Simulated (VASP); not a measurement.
Crystal: Ru.

```
Ru
1.0
     0.00000    1.92613    1.92613
     1.92613    0.00000    1.92613
     1.92613    1.92613    0.00000
Ru
1
Direct
  0.00000 0.00000 0.00000
```

* Program: VASP 6.6.1
* Task: relaxation of cell and atoms
* Functional: PBEsol
* Potentials or basis: VASP PAW PBE potentials, release 64 (Ru_pv)
* Cutoff: 600 eV
* k mesh: 8 × 8 × 8
* Occupations: gaussian, width 0.1 eV
* Spin: no spin polarisation

At the start: pressure -20.1 GPa; volume 14.29 Å³/atom.

Q: Where does the relaxation end?

A: Over 4 steps the energy falls by 64.1 meV/atom and the volume is 13.35 Å³/atom (-6.6 %); space group Fm-3m (No. 225, to 0.05 Å).

The path:
| step | energy change (eV) | largest force (eV/Å) | pressure (GPa) | volume (Å³) |
| --- | --- | --- | --- | --- |
| 1 | 0.0000 | 0.0000 | -20.09 | 14.29 |
| 2 | 0.6438 | 0.0000 | 112.76 | 10.90 |
| 3 | -0.0637 | 0.0000 | -1.97 | 13.41 |
| 4 | -0.0641 | 0.0000 | -0.45 | 13.35 |

Final structure:
```yaml
crystal:
  lattice:
    - [0.00000, 1.88308, 1.88308]
    - [1.88308, 0.00000, 1.88308]
    - [1.88308, 1.88308, 0.00000]
  atoms:
    - { symbol: Ru, position: [0.00000, 0.00000, 0.00000] }
```

Caveat: the PAW data sets were made with another functional, which shifts forces and pressure a little.
